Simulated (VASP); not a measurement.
Al2Ru:

```
Al Ru
1.0
    -1.57486    1.57486    4.23724
     1.57486   -1.57486    4.23724
     1.57486    1.57486   -4.23724
Al Ru
2 1
Direct
  0.65936 0.65936 0.00000
  0.34064 0.34064 0.00000
  0.00000 0.00000 0.00000
```

| Property | Result |
| --- | --- |
| Program | VASP 6.6.1 |
| Task | relaxation of cell and atoms |
| Functional | LDA |
| Potentials or basis | VASP PAW LDA potentials, release 64 (Al, Ru_pv) |
| Cutoff | 600 eV |
| k mesh | 18 × 18 × 18 |
| Occupations | gaussian, width 0.1 eV |
| Spin | no spin polarisation |

At the start: pressure -7.9 GPa; volume 14.01 Å³/atom.

**Question.** Where does the relaxation end?

**Answer.** Over 8 steps the energy falls by 16.0 meV/atom and the volume is 13.39 Å³/atom (-4.4 %); space group I4/mmm (No. 139, to 0.05 Å).

Step by step:
```tsv
step	energy change (eV)	largest force (eV/Å)	pressure (GPa)	volume (Å³)
1	0.0000	0.1673	-7.89	42.04
2	0.0368	0.3796	12.59	37.98
3	-0.0477	0.0446	-0.13	40.22
4	-0.0477	0.0493	0.04	40.19
5	-0.0479	0.0100	0.08	40.16
6	-0.0479	0.0003	0.07	40.17
7	-0.0479	0.0028	-0.07	40.20
8	-0.0479	0.0013	0.00	40.18
```

Final structure:
```yaml
crystal:
  lattice:
    - [-1.55065, 1.55065, 4.17774]
    - [1.55065, -1.55065, 4.17774]
    - [1.55065, 1.55065, -4.17774]
  atoms:
    - { symbol: Al, position: [0.65915, 0.65915, 0.00000] }
    - { symbol: Al, position: [0.34085, 0.34085, 0.00000] }
    - { symbol: Ru, position: [0.00000, 0.00000, 0.00000] }
```
